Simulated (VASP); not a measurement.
Here is a VASP 6.6.1 calculation.

INCAR

```
SYSTEM = ZrAl3B3N
ALGO = Normal
EDIFF = 1E-7
ENCUT = 520
GGA = PE
ISIF = 2
ISMEAR = 0
LASPH = .TRUE.
LCHARG = .FALSE.
LREAL = .FALSE.
LWAVE = .FALSE.
NBANDS = 28
NELM = 80
PREC = Accurate
SIGMA = 0.15
```

KPOINTS

```
k-points
0
G
  3 3 3
  0 0 0
```

The input POSCAR:

```
ZrAl3B3N
1.0
    4.5310886711      0.0000000000      0.0000000000
    0.0000000000      4.5310886711      0.0000000000
    0.0000000000      0.0000000000      4.6660730200
Zr Al B N
1 3 3 1
Direct
    0.0000000000      0.0000000000      0.5496292216
    0.0000000000      0.5000000000      0.0608755854
    0.5000000000      0.0000000000      0.0608755854
    0.5000000000      0.5000000000      0.6253732780
    0.0000000000      0.5000000000      0.5545172442
    0.5000000000      0.0000000000      0.5545172442
    0.0000000000      0.0000000000      0.0522141998
    0.5000000000      0.5000000000      1.0367320015
```

Potentials or basis: VASP PAW PBE potentials, release 64 (Zr_sv, Al, B, N).

Command:

```sh
$ cat potpaw_PBE.64/Zr_sv/POTCAR potpaw_PBE.64/Al/POTCAR potpaw_PBE.64/B/POTCAR potpaw_PBE.64/N/POTCAR > POTCAR
$ mpirun -np 1 vasp_std > vasp.out
```

(1) Predict the largest force.

(2) Predict the pressure.

## Answers

(1) 0.013 eV/Å.

(2) -0.2 GPa.

Caveat: the k points lie up to 0.46 Å⁻¹ apart.
